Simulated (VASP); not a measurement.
MgO:

```
CELL_PARAMETERS angstrom
0.00000 2.10500 2.10500
2.10500 0.00000 2.10500
2.10500 2.10500 0.00000
ATOMIC_POSITIONS crystal
Mg 0.00000 0.00000 0.00000
O 0.50000 0.50000 0.50000
```

* Program: VASP 6.6.1
* Task: relaxation of cell and atoms
* Functional: PBE
* Potentials or basis: VASP PAW PBE potentials, release 64 (Mg, O)
* Cutoff: 600 eV
* k mesh: 10 × 10 × 10
* Occupations: gaussian, width 0.02 eV
* Spin: no spin polarisation

At the start: pressure 4.0 GPa; volume 9.33 Å³/atom.

Task: Where does the relaxation end?

Result: Over 3 steps the energy falls by 2.8 meV/atom and the volume is 9.56 Å³/atom (+2.5 %); space group Fm-3m (No. 225, to 0.1 Å) before and after.

The path:
| step | energy change (eV) | largest force (eV/Å) | pressure (GPa) | volume (Å³) |
| --- | --- | --- | --- | --- |
| 1 | 0.0000 | 0.0000 | 3.95 | 18.65 |
| 2 | -0.0050 | 0.0000 | -1.24 | 19.28 |
| 3 | -0.0057 | 0.0000 | 0.01 | 19.12 |

Final structure:
```
Mg O
1.0
     0.00000    2.12246    2.12246
     2.12246    0.00000    2.12246
     2.12246    2.12246    0.00000
Mg O
1 1
Direct
  0.00000 0.00000 0.00000
  0.50000 0.50000 0.50000
```
